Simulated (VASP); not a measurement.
Write the native input for VASP 6.6.1 that does the following.

```yaml
Task: relaxation of cell and atoms
Functional: LDA
Potentials_or_basis: VASP PAW LDA potentials, release 64 (Zn)
Cutoff: 600 eV
k_mesh: 9 × 9 × 4
Occupations: gaussian, width 0.1 eV
Spin: no spin polarisation
Dipole_correction: no
Further_INCAR_settings: ALGO = Normal; EDIFF = 1e-07; IBRION = 2; EDIFFG = -0.05; NSW = 100; ISIF = 3
```

The structure of Zn lies in POSCAR:

```
Zn
1.0
    2.6700000000      0.0000000000      0.0000000000
   -1.3350000000      2.3122878281      0.0000000000
    0.0000000000      0.0000000000      4.9660000000
Zn
2
Direct
    0.3333333333      0.6666666667      0.2500000000
    0.6666666667      0.3333333333      0.7500000000
```

One way to write it, as run:

INCAR

```
SYSTEM = Zn
PREC     = Accurate       ! precision mode
ENCUT    = 600            ! plane-wave cutoff, eV
EDIFF    = 1E-7           ! SCF threshold, eV
ISMEAR   = 0              ! smearing method
SIGMA    = 0.1            ! smearing width, eV
LREAL    = .False.        ! projectors in reciprocal space
LASPH    = .True.         ! aspherical terms in the spheres
NELM     = 80             ! most SCF steps
ALGO     = Normal         ! electronic algorithm
ISIF     = 3              ! what is computed and relaxed
LWAVE    = .False.        ! write WAVECAR
LCHARG   = .False.        ! write CHGCAR
GGA      = CA             ! functional
IBRION   = 2              ! ionic algorithm
NSW      = 100            ! ionic steps
EDIFFG   = -0.05          ! ionic threshold
```

KPOINTS

```
Automatic mesh
0
Gamma
  9 9 4
  0 0 0
```

Potentials or basis: VASP PAW LDA potentials, release 64 (Zn).

Command:

```sh
$ cat potpaw_LDA.64/Zn/POTCAR > POTCAR
$ mpirun -np 1 vasp_std > vasp.out
```

Results of the run:

```yaml
Relaxed_volume: 13.50 Å³/atom
Relaxed_cell: a = 2.597 Å, b = 2.597 Å, c = 4.624 Å, α = 90.00°, β = 90.00°, γ = 120.00°
Space_group_after_relaxing_to_0.1_Å: P6_3/mmc (No. 194)
Energy_gained_by_relaxing: 61.4 meV/atom
Ionic_steps: 8
Pressure_after_relaxing: 0.2 GPa
Band_gap_on_the_k_mesh: zero (bands 12 and 13 overlap by 3.25 eV)
```

It took 2.2 min on 1 thread of Intel Xeon 8259CL (shared host), peak memory 0.15 GiB.
